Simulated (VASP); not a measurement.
BC5:

```
CELL_PARAMETERS angstrom
2.45143 -2.68177 0.00000
2.45143 2.68177 0.00000
0.00000 0.00000 5.69046
ATOMIC_POSITIONS crystal
B 0.50000 0.50000 0.00000
C 0.18367 0.81633 0.00000
C 0.81633 0.18367 0.00000
C 0.71095 0.71095 0.50000
C 0.28905 0.28905 0.50000
C 0.00000 0.00000 0.50000
```

Base run:

```yaml
Program: VASP 6.6.1
Functional: PBE
Potentials_or_basis: VASP PAW PBE potentials, release 64 (B, C)
Cutoff: 520 eV
k_mesh: 6 × 6 × 4
Occupations: gaussian, width 0.1 eV
Spin: collinear spin, ferromagnetic start
Starting_moments: "[0.0, 1.0, 1.0, 1.0, 1.0, 1.0] μB"
```

Its results: pressure -30.0 GPa; largest force 3.454 eV/Å.

Problem. The run is repeated on the same cell with these changes: spin from collinear spin, ferromagnetic start to no spin polarisation; further incar settings from ALGO = Normal; EDIFF = 1e-06; NBANDS = 24 to ALGO = Normal; EDIFF = 1e-06; NBANDS = 20. What comes out?

Solution. Pressure -29.4 GPa; largest force 3.407 eV/Å.

Caveats: forces of over 1 eV/Å act on the atoms, so gaps and moduli don't describe the material at rest.
